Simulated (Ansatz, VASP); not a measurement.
# One calculation of CaO, two programs

```
Ca O
1.0
     0.00000    2.46924    2.46924
     2.46924    0.00000    2.46924
     2.46924    2.46924    0.00000
Ca O
1 1
Cartesian
  0.0000 0.0000 0.0000
  2.4692 2.4692 2.4692
```

Change from the starting cell: volume scaled by 1.025, PAW files.

Alike in both runs: task electric field gradients; functional PBE; k mesh 9 × 9 × 9; occupations fermi-dirac, width 0.03 eV; no spin polarisation.

|  | VASP | Ansatz |
| --- | --- | --- |
| version | VASP 6.6.1 | Ansatz 0.2.0 |
| potentials or method | VASP PAW PBE potentials, release 64 (Ca_sv, O) | PAW with Ansatz's default frozen-core files, scalar-relativistic |
| plane-wave cutoff (eV) | 520 | 420 |
| valence electrons in the cell | 16 | 16 |

|  | VASP | Ansatz | Ansatz less VASP |
| --- | --- | --- | --- |
| gap on the k mesh at the Fermi level (eV) | 3.70 | 3.71 | +0.016 |
| pressure (GPa) | -5.6 | -6.0 | -0.41 |
